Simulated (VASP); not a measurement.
Crystal: Ba.

```
Ba
1.0
     7.06865    0.00000    0.00000
    -3.53433    6.12163    0.00000
     0.00000    0.00000    4.33308
Ba
3
Direct
  0.00000 0.00000 0.00000
  0.33333 0.66667 0.50000
  0.66667 0.33333 0.50000
```

This isn't the form of Ba at room conditions, which is bcc.

```yaml
Program: VASP 6.6.1
Task: relaxation of cell and atoms
Functional: LDA
Potentials_or_basis: VASP PAW LDA potentials, release 64 (Ba_sv)
Cutoff: 600 eV
k_mesh: 5 × 5 × 7
Occupations: fermi-dirac, width 0.1 eV
Spin: no spin polarisation
```

At the start: pressure -1.1 GPa; volume 62.50 Å³/atom.

Q: How do energy, volume and symmetry change on relaxing?

A: Over 4 steps the energy falls by 32.6 meV/atom and the volume is 54.28 Å³/atom (-13.2 %); space group P6/mmm (No. 191, to 0.1 Å) before and after.

Step by step:
| step | energy change (eV) | largest force (eV/Å) | pressure (GPa) | volume (Å³) |
| --- | --- | --- | --- | --- |
| 1 | 0.0000 | 0.0000 | -1.10 | 187.50 |
| 2 | -0.0675 | 0.0000 | -0.67 | 176.05 |
| 3 | -0.0973 | 0.0000 | -0.10 | 164.73 |
| 4 | -0.0978 | 0.0000 | 0.01 | 162.84 |

Final structure:
```
Ba
1.0
     6.79621    0.00000    0.00000
    -3.39810    5.88569    0.00000
     0.00000    0.00000    4.07091
Ba
3
Direct
  0.00000 0.00000 0.00000
  0.33333 0.66667 0.50000
  0.66667 0.33333 0.50000
```
